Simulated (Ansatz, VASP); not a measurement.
# One calculation of H, two programs

The input INCAR:

```
PREC = Accurate
ENCUT = 520
EDIFF = 1E-6
ISMEAR = 0
SIGMA = 0.1
LREAL = False
LASPH = True
NELM = 80
ALGO = Normal
ISIF = 2
LWAVE = False
LCHARG = False
GGA = B5
ALDAX = 1.0
AGGAX = 1.0
AGGAC = 1.0
ALDAC = 0.0
NBANDS = 6
```

KPOINTS

```
regular mesh
0
Gamma
  8 8 22
```

POSCAR

```
H
1.0
    2.6496387389      0.0000000000      0.0000000000
    0.0000000000      2.6496387389      0.0000000000
    0.0000000000      0.0000000000      0.9804929200
H
1
Direct
    0.0000000000      0.0000000000      0.5000000000
```

Input for Ansatz:

```yaml
crystal:
  lattice:
    - [2.6496387389, 0.0, 0.0]
    - [0.0, 2.6496387389, 0.0]
    - [0.0, 0.0, 0.98049292]
  atoms:
    - { symbol: H, position: [0.0, 0.0, 0.5] }
basis:
  ecutwfc: 420
kpoints:
  mp_grid: { grid: [8, 8, 22] }
hamiltonian:
  xc: blyp
scf:
  occupations: { method: gaussian, width: 0.1 }
output:
  forces: true
  stress: true
  eigenvalues: true
```

Alike in both runs: task single point; functional BLYP; k mesh 8 × 8 × 22; occupations gaussian, width 0.1 eV; no spin polarisation.

|  | VASP | Ansatz |
| --- | --- | --- |
| version | VASP 6.6.1 | Ansatz 0.2.0 |
| potentials or method | VASP PAW PBE potentials, release 64 (H), cutoff 520 eV | scalar-relativistic, plane waves, PAW |
| valence electrons in the cell | 1 | 1 |

|  | VASP | Ansatz | Ansatz less VASP |
| --- | --- | --- | --- |
| pressure (GPa) | 1.7 | 1.9 | +0.20 |
| traceless stress, the component that is largest in VASP (GPa) | -2.46 | -2.75 | -0.292 |

VASP's potentials were made for PBE, not for BLYP. The functional is the same, so the differences come from potentials, cutoffs and numerics.
